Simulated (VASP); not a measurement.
# Ge (I4_1/amd) in VASP: further runs

Runs on Ge. Level: PBEsol. Tasks: single point, relaxation of cell and atoms.

Everything below comes from runs of VASP 6.6.1. Logs are shortened: lines on timing, memory, paths and dates and some standing lists are left out, and cuts for length are marked.

**1. The cell of the first run**

Symmetry: I4_1/amd, No. 141, tetragonal system. The conventional cell has a = 5.118 Å, b = 5.118 Å, c = 2.802 Å, α = 90.00°, β = 90.00°, γ = 90.00°. Within 3.5 Å of Ge (site symmetry -4m2) lie 10 Ge at 2.65 to 3.31 Å.

**2. Single point, PBEsol**

Input file INCAR:

```
PREC     = Accurate       # precision mode
ENCUT    = 520            # plane-wave cutoff, eV
EDIFF    = 1E-6           # SCF threshold, eV
ISMEAR   = 1              # smearing method
SIGMA    = 0.1            # smearing width, eV
LREAL    = False          # projectors in reciprocal space
LASPH    = True           # aspherical terms in the spheres
NELM     = 100            # most SCF steps
ALGO     = Normal         # electronic algorithm
ISIF     = 2              # what is computed and relaxed
LWAVE    = False          # write WAVECAR
LCHARG   = False          # write CHGCAR
GGA      = PS             # functional
NBANDS   = 21             # bands
```

Input file KPOINTS:

```
Automatic mesh
0
Gamma
  12 12 12
```

Input file POSCAR:

```
Ge
1.0
   -2.5588042971      2.5588042971      1.4008462607
    2.5588042971     -2.5588042971      1.4008462607
    2.5588042971      2.5588042971     -1.4008462607
Ge
2
Direct
    0.2500000000      0.7500000000      0.5000000000
    0.5000000000      0.5000000000      0.0000000000
```

Potentials or basis: VASP PAW PBE potentials, release 64 (Ge_d).

Command:

```
$ cat potpaw_PBE.64/Ge_d/POTCAR > POTCAR
$ mpirun -np 1 vasp_std > vasp.out
```

OUTCAR:

```text
PREC = Accurate
   ENCUT = 520
   EDIFF = 1E-6
   ISMEAR = 1
   LREAL = False
   LASPH = True
   NELM = 100
   ISIF = 2
   GGA = PS

 ion  position               nearest neighbor table
   1  0.250  0.750  0.500-   2 2.65   2 2.65   2 2.65   2 2.65
   2  0.500  0.500  0.000-   1 2.65   1 2.65   1 2.65   1 2.65

  LATTYP: Found a body centered tetragonal cell.
 ALAT       =     5.1176085942
 C/A-ratio  =     0.5474612741

  Lattice vectors:

 A1 = (  -2.5588042971,   2.5588042971,   1.4008462607)
 A2 = (   2.5588042971,  -2.5588042971,   1.4008462607)
 A3 = (   2.5588042971,   2.5588042971,  -1.4008462607)

Analysis of symmetry for initial positions (statically):
=====================================================================
 Subroutine PRICEL returns:
 Original cell was already a primitive cell.

 Routine SETGRP: Setting up the symmetry group for a
 body centered tetragonal supercell.

 Subroutine GETGRP returns: Found 16 space group operations
 (whereof  8 operations were pure point group operations)
 out of a pool of 16 trial point group operations.

The static configuration has the point symmetry D_2d.
 The point group associated with its full space group is D_4h.

Analysis of symmetry for dynamics (positions and initial velocities):
=====================================================================
 Subroutine PRICEL returns:
 Original cell was already a primitive cell.

 Routine SETGRP: Setting up the symmetry group for a
 body centered tetragonal supercell.

 Subroutine GETGRP returns: Found 16 space group operations
 (whereof  8 operations were pure point group operations)
 out of a pool of 16 trial point group operations.

The dynamic configuration has the point symmetry D_2d.
 The point group associated with its full space group is D_4h.

 Subroutine INISYM returns: Found 16 space group operations
 (whereof  8 operations are pure point group operations),
 and found     1 'primitive' translations

----------------------------------------------------------------------------------------

                                     Primitive cell

  volume of cell :      36.6880

  direct lattice vectors                    reciprocal lattice vectors
    -2.558804297  2.558804297  1.400846261     0.000000000  0.195403768  0.356927105
     2.558804297 -2.558804297  1.400846261     0.195403768  0.000000000  0.356927105
     2.558804297  2.558804297 -1.400846261     0.195403768  0.195403768  0.000000000

  length of vectors
     3.880377444  3.880377444  3.880377444     0.406914721  0.406914721  0.276342658

  position of ions in fractional coordinates (direct lattice)
     0.250000000  0.750000000  0.500000000
     0.500000000  0.500000000  0.000000000

  ion indices of the primitive-cell ions
   primitive index   ion index
                 1           1
                 2           2

----------------------------------------------------------------------------------------

 KPOINTS: Automatic mesh

Automatic generation of k-mesh.
 Grid dimensions read from file:
 generate k-points for:   12   12   12

 Generating k-lattice:

  Cartesian coordinates                     Fractional coordinates (reciprocal lattice)
     0.000000000  0.016283647  0.029743925     0.083333333  0.000000000 -0.000000000
     0.016283647  0.000000000  0.029743925     0.000000000  0.083333333 -0.000000000
     0.016283647  0.016283647  0.000000000     0.000000000  0.000000000  0.083333333

  Length of vectors
     0.033909560  0.033909560  0.023028555

  Shift w.r.t. Gamma in fractional coordinates (k-lattice)
     0.000000000  0.000000000  0.000000000

 Subroutine IBZKPT returns following result:
 ===========================================

 Found    163 irreducible k-points:

 Following reciprocal coordinates:
            Coordinates               Weight
  0.000000  0.000000  0.000000      1.000000
  0.083333  0.000000 -0.000000      8.000000
  0.166667 -0.000000  0.000000      8.000000
  0.250000 -0.000000  0.000000      8.000000
  0.333333  0.000000 -0.000000      8.000000
  0.416667  0.000000  0.000000      8.000000
[... 16 lines left out ...]
  0.500000  0.166667  0.000000     16.000000
 -0.416667  0.166667 -0.000000     16.000000
 [... further k-points ...]
   k-points           NKPTS =    163   k-points in BZ     NKDIM =    163   number of bands    NBANDS=     21
   number of dos      NEDOS =    301   number of ions     NIONS =      2
   total plane-waves  NPLWV =  27000
   dimension x,y,z NGX =    30 NGY =   30 NGZ =   30
   dimension x,y,z NGXF=    60 NGYF=   60 NGZF=   60
   ions per type =               2
   NGX,Y,Z   is equivalent  to a cutoff of  12.85, 12.85, 12.85 a.u.
   NGXF,Y,Z  is equivalent  to a cutoff of  25.71, 25.71, 25.71 a.u.
 SYSTEM =  unknown system
   PREC   = accura    normal or accurate (medium, high low for compatibility)
   ISTART =      0    job   : 0-new  1-cont  2-samecut
   ICHARG =      2    charge: 1-file 2-atom 10-const
   ISPIN  =      1    spin polarized calculation?
   LNONCOLLINEAR =      F non collinear calculations
   LSORBIT =      F    spin-orbit coupling
   LASPH  =      T    aspherical Exc in radial PAW
   ENCUT  =  520.0 eV  38.22 Ry    6.18 a.u.   7.21  7.21  7.21*2*pi/ulx,y,z
   NELM   =    100;   NELMIN=  2; NELMDL= -5     # of ELM steps
   EDIFF  = 0.1E-05   stopping-criterion for ELM
   LREAL  =      F    real-space projection
   EDIFFG = 0.1E-04   stopping-criterion for IOM
   NSW    =      0    number of steps for IOM
   IBRION =     -1    ionic relax: 0-MD 1-quasi-New 2-CG
   NFREE  =      0    steps in history (QN), initial steepest desc. (CG)
   ISIF   =      2    stress and relaxation
   ISYM   =      2    0-nonsym 1-usesym 2-fastsym
   POTIM  = 0.5000    time-step for ionic-motion
   TEBEG  =    0.0;   TEEND  =   0.0 temperature during run
   PSTRESS=    0.0 pullay stress
   NELECT =      28.0000    total number of electrons
   NUPDOWN=      -1.0000    fix difference up-down
   EMIN   =  10.00;   EMAX   =-10.00  energy-range for DOS
   EFERMI =   0.00;   METHOD = LEGACY
   ISMEAR =     1;   SIGMA  =   0.10  broadening in eV -4-tet -1-fermi 0-gaus
   EFERMI_NEDOS =   21; number of points for ismear=-14 and -15
   IALGO  =     38    algorithm
   IMIX   =      4    mixing-type and parameters
     AMIX     =   0.40;   BMIX     =  1.00
     AMIX_MAG =   1.60;   BMIX_MAG =  1.00
  volume/ion in A,a.u.               =      18.34       123.79
  Fermi-wavevector in a.u.,A,eV,Ry     =   1.496072  2.827167 30.453007  2.238233
  Thomas-Fermi vector in A             =   2.608136
   LORBIT       =      0    0 simple, 1 ext, 2 COOP (PROOUT), +10 PAW based schemes
   GGA     = PS    functional components
   LHFCALC =     F    Hartree Fock is set to
   AEXX    =    0.0000 exact exchange contribution
   IVDW    =     0    specifies the selected vdW correction
   LEPSILON=     F    determine dielectric tensor
   LRPA    =     F    only Hartree local field effects (RPA)
 non-spin polarized calculation
 Methfessel and Paxton  Order N= 1 SIGMA  =   0.10
  energy-cutoff  :      520.00
  volume of cell :       36.69
 maximum number of plane-waves:      1005
 NGX is ok and might be reduce to    30
   NGX = 15   NGY = 15   NGZ = 15

 number of electron      28.0000018 magnetization

 Free energy of the ion-electron system (eV)
  ---------------------------------------------------
  ext. energy  EPLUGINS =         0.00000000
  ---------------------------------------------------
  free energy    TOTEN  =        -9.53986187 eV

  energy without entropy =       -9.53985921  energy(sigma->0) =       -9.53986098

 E-fermi :   6.7696     XC(G=0): -11.5191

 val. band max:        6.7490960247   @ k =   0.3333   0.1667  -0.0000
 cond. band min:       6.7914739347   @ k =  -0.1667  -0.1667   0.1667
 fundamental gap:      0.0423779100
 Fermi energy:         6.7696103423

 k-point     1 :       0.0000    0.0000    0.0000
  band No.  band energies     occupation
      1     -17.9171      2.00000
      2     -17.8655      2.00000
      3     -17.8388      2.00000
      4     -17.8324      2.00000
      5     -17.7289      2.00000
      6     -17.7289      2.00000
[... 13 lines left out ...]
     20      18.4810      0.00000
     21      19.4061      0.00000

 k-point     2 :       0.0833    0.0000   -0.0000
  band No.  band energies     occupation
      1     -17.9143      2.00000
      2     -17.8565      2.00000
      3     -17.8351      2.00000
      4     -17.8214      2.00000
      5     -17.7363      2.00000
      6     -17.7351      2.00000
[... 13 lines left out ...]
     20      18.3469      0.00000
     21      18.9846      0.00000

 k-point     3 :       0.1667   -0.0000    0.0000
  band No.  band energies     occupation
      1     -17.9058      2.00000
      2     -17.8337      2.00000
      3     -17.8249      2.00000
      4     -17.7964      2.00000
      5     -17.7517      2.00000
      6     -17.7407      2.00000
[... 13 lines left out ...]
     20      16.8309      0.00000
     21      17.5995      0.00000

 k-point     4 :       0.2500   -0.0000    0.0000
  band No.  band energies     occupation
      1     -17.8937      2.00000
      2     -17.8120      2.00000
      3     -17.8111      2.00000
      4     -17.7828      2.00000
      5     -17.7682      2.00000
      6     -17.7380      2.00000
[... 13 lines left out ...]
     20      15.5846      0.00000
     21      17.6722      0.00000

 k-point     5 :       0.3333    0.0000   -0.0000
  band No.  band energies     occupation
      1     -17.8822      2.00000
      2     -17.8073      2.00000
      3     -17.8016      2.00000
      4     -17.7936      2.00000
      5     -17.7738      2.00000
      6     -17.7491      2.00000
[... 13 lines left out ...]
     20      14.8977      0.00000
     21      18.5375      0.00000
[... 382 lines left out ...]
     20      17.8803      0.00000
     21      18.6715      0.00000

 k-point    22 :       0.4167    0.1667    0.0000
  band No.  band energies     occupation
      1     -17.8695      2.00000
      2     -17.8262      2.00000
      3     -17.8120      2.00000
      4     -17.7772      2.00000
      5     -17.7707      2.00000
      6     -17.7446      2.00000
[... 13 lines left out ...]
     20      17.6221      0.00000
     21      18.2736      0.00000

 k-point    23 :       0.5000    0.1667    0.0000
  band No.  band energies     occupation
      1     -17.8659      2.00000
      2     -17.8202      2.00000
      3     -17.8116      2.00000
      4     -17.7823      2.00000
      5     -17.7648      2.00000
      6     -17.7460      2.00000
[... 13 lines left out ...]
     20      17.3287      0.00000
     21      18.4400      0.00000

 k-point    24 :      -0.4167    0.1667   -0.0000
  band No.  band energies     occupation
      1     -17.8711      2.00000
      2     -17.8208      2.00000
      3     -17.8098      2.00000
      4     -17.7893      2.00000
      5     -17.7623      2.00000
      6     -17.7439      2.00000
[... 13 lines left out ...]
     20      17.0138      0.00000
     21      17.6776      0.00000

 [... further k-points ...]

------------------------ aborting loop because EDIFF is reached ----------------------------------------

  FORCE on cell =-STRESS in cart. coord.  units (eV):
  Direction    XX          YY          ZZ          XY          YZ          ZX
  --------------------------------------------------------------------------------------
  -------------------------------------------------------------------------------------
  Total       -0.0290835     -0.0290835      0.0022336      0.0000000      0.0000000      0.0000000
  in kB       -1.2700840     -1.2700840      0.0975423      0.0000000      0.0000000      0.0000000
  external PRESSURE =      -0.8142086 kB  Pullay stress =       0.0000000 kB

 VOLUME and BASIS-vectors are now :
 -----------------------------------------------------------------------------
  energy-cutoff  :      520.00
  volume of cell :       36.69
      direct lattice vectors                 reciprocal lattice vectors
    -2.558804297  2.558804297  1.400846261     0.000000000  0.195403768  0.356927105
     2.558804297 -2.558804297  1.400846261     0.195403768  0.000000000  0.356927105
     2.558804297  2.558804297 -1.400846261     0.195403768  0.195403768  0.000000000

 POSITION                                       TOTAL-FORCE (eV/Angst)
 -----------------------------------------------------------------------------------
      2.55880      0.00000      0.70042         0.000000     -0.000000      0.000000
      0.00000      0.00000      1.40085        -0.000000      0.000000     -0.000000
 -----------------------------------------------------------------------------------
    total drift:                                0.000000     -0.000000      0.000000

  FREE ENERGIE OF THE ION-ELECTRON SYSTEM (eV)
  ---------------------------------------------------
  free  energy   TOTEN  =        -9.5398618662 eV

  energy  without entropy=       -9.5398592087  energy(sigma->0) =       -9.53986098
```

It took 94 s on 1 thread of Intel Xeon Platinum 8488C (Sapphire Rapids), shared host; peak memory 0.24 GiB.

What came out:

| Item | Value |
| --- | --- |
| Free energy | -9.5399 eV |
| Pressure | -0.1 GPa |
| Band gap on the k mesh | zero (bands 14 and 15 overlap by 5.23 eV) |

Stress tensor (GPa, compression positive):
```
-0.13  0.00  0.00
 0.00 -0.13  0.00
 0.00  0.00  0.01
```

Caveat: the PAW data sets were made with another functional, which shifts forces and pressure a little.

**3. Relaxation of cell and atoms, PBEsol**

This run uses another cell than the first one, of 18.52 Å³/atom.

Input file INCAR:

```
ALGO = Normal
EDIFF = 1E-6
EDIFFG = -0.01
ENCUT = 600
GGA = PS
IBRION = 2
ISIF = 3
ISMEAR = 1
LASPH = True
LCHARG = False
LREAL = False
LWAVE = False
NELM = 100
NSW = 80
PREC = Accurate
SIGMA = 0.1
```

Input file KPOINTS:

```
k-points
0
Gamma
  12 12 12
```

Input file POSCAR:

```
Ge
1.0
   -2.5744897200      2.5744897200      1.3974126400
    2.5744897200     -2.5744897200      1.3974126400
    2.5744897200      2.5744897200     -1.3974126400
Ge
2
Direct
    0.2500000000      0.7500000000      0.5000000000
    0.5000000000      0.5000000000      0.0000000000
```

Potentials or basis: VASP PAW PBE potentials, release 64 (Ge_d).

Command:

```
$ cat potpaw_PBE.64/Ge_d/POTCAR > POTCAR
$ mpirun -np 1 vasp_std > vasp.out
```

It took 5.8 min on 1 thread of Intel Xeon Platinum 8488C (Sapphire Rapids), shared host; peak memory 0.27 GiB.

It converged, with:

```yaml
Free_energy: -9.5400 eV
Relaxed_volume: 18.32 Å³/atom
Relaxed_cell: a = 3.878 Å, b = 3.878 Å, c = 3.878 Å, α = 97.51°, β = 97.51°, γ = 137.62°
Space_group_after_relaxing_to_0.1_Å: I4_1/amd (No. 141)
Energy_gained_by_relaxing: 0.8 meV/atom
Ionic_steps: 10
Pressure_after_relaxing: 0.0 GPa
Band_gap_on_the_k_mesh: zero (bands 14 and 15 overlap by 5.25 eV)
```

The path:
| step | energy change (eV) | largest force (eV/Å) | pressure (GPa) | volume (Å³) |
| --- | --- | --- | --- | --- |
| 1 | 0.0000 | 0.0000 | -0.87 | 37.05 |
| 2 | -0.0012 | 0.0000 | 0.46 | 36.51 |
| 3 | -0.0013 | 0.0000 | -0.23 | 36.65 |
| 4 | -0.0013 | 0.0000 | 0.44 | 36.57 |
| 5 | -0.0013 | 0.0000 | 0.09 | 36.61 |
| 6 | -0.0013 | 0.0000 | 0.18 | 36.60 |
| 7 | -0.0016 | 0.0000 | 0.35 | 36.63 |
| 8 | -0.0016 | 0.0000 | 0.23 | 36.64 |
| 9 | -0.0015 | 0.0000 | 0.26 | 36.67 |
| 10 | -0.0016 | 0.0000 | 0.04 | 36.65 |

Final structure:
```
Ge
1.0
    -2.55671    2.55671    1.40166
     2.55671   -2.55671    1.40166
     2.55671    2.55671   -1.40166
Ge
2
Direct
  0.25000 0.75000 0.50000
  0.50000 0.50000 0.00000
```

Levels at points of the mesh, in eV from the Fermi level:
| k point | band 11 | band 12 | band 13 | band 14 | band 15 | band 16 | band 17 | band 18 |
| --- | --- | --- | --- | --- | --- | --- | --- | --- |
| (0.00, 0.00, 0.00) | -13.41 | -3.91 | -2.33 | -2.33 | 3.26 | 7.75 | 7.75 | 8.06 |
| (0.50, 0.00, 0.00) | -8.15 | -6.48 | -2.62 | -2.01 | -1.43 | 2.42 | 3.61 | 5.59 |
| (0.50, 0.50, 0.00) | -10.62 | -10.62 | 0.66 | 0.66 | 2.02 | 2.02 | 7.40 | 7.40 |
| (0.50, 0.50, 0.50) | -8.86 | -8.86 | -5.99 | -5.99 | 5.98 | 5.98 | 11.27 | 11.27 |

Caveat: the PAW data sets were made with another functional, which shifts forces and pressure a little.
